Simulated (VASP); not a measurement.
Input of a VASP 6.6.1 run:

POSCAR

```
RbBr
1.0
    4.1279266522      0.0000000000      0.0000000000
    0.0000000000      4.1279266522      0.0000000000
    0.0000000000      0.0000000000      4.0932520683
Rb Br
1 1
Direct
    0.0000000000      0.0000000000      0.0000000000
    0.5000000000      0.5000000000      0.5000000000
```

Contents of INCAR.step1:

```
  PREC = Accurate
  ENCUT = 550
  ISMEAR = 0
  SIGMA = 0.01
  LREAL = False
  LASPH = True
  NELM = 120
  NBANDS = 15
  GGA = PE
  ALGO = Normal
  EDIFF = 1E-5
  LWAVE = True
  LCHARG = False
  GGA_COMPAT = False
```

INCAR.step2

```
  PREC = Accurate
  ENCUT = 550
  EDIFF = 1E-6
  ISMEAR = 0
  SIGMA = 0.01
  LREAL = False
  LASPH = True
  NELM = 120
  ALGO = Normal
  ISIF = 2
  LWAVE = False
  LCHARG = False
  METAGGA = R2SCAN
  LMIXTAU = True
  NBANDS = 15
  ISTART = 1
  GGA_COMPAT = False
```

The input KPOINTS:

```
Automatic mesh
0
Gamma
  6 6 6
```

Potentials or basis: VASP PAW PBE potentials, release 64 (Rb_sv, Br).

Command:

```console
$ cat potpaw_PBE.64/Rb_sv/POTCAR potpaw_PBE.64/Br/POTCAR > POTCAR
$ cp INCAR.step1 INCAR
$ mpirun -np 1 vasp_std > vasp.out
$ cp INCAR.step2 INCAR
$ mpirun -np 1 vasp_std > vasp.out
```

Problem. Estimate the pressure.

Solution. 0.2 GPa.

Problem. What does it give for the band gap on the k mesh?

Solution. 4.83 eV (least direct gap 4.98 eV).

Stress tensor (GPa, compression positive):
```
0.09 0.00 0.00
0.00 0.09 0.00
0.00 0.00 0.35
```

Caveat: the cell differs from its parent crystal (uniaxial z strain -0.8%); the PAW data sets were made with another functional, which shifts forces and pressure a little. A k mesh can miss the band edges.
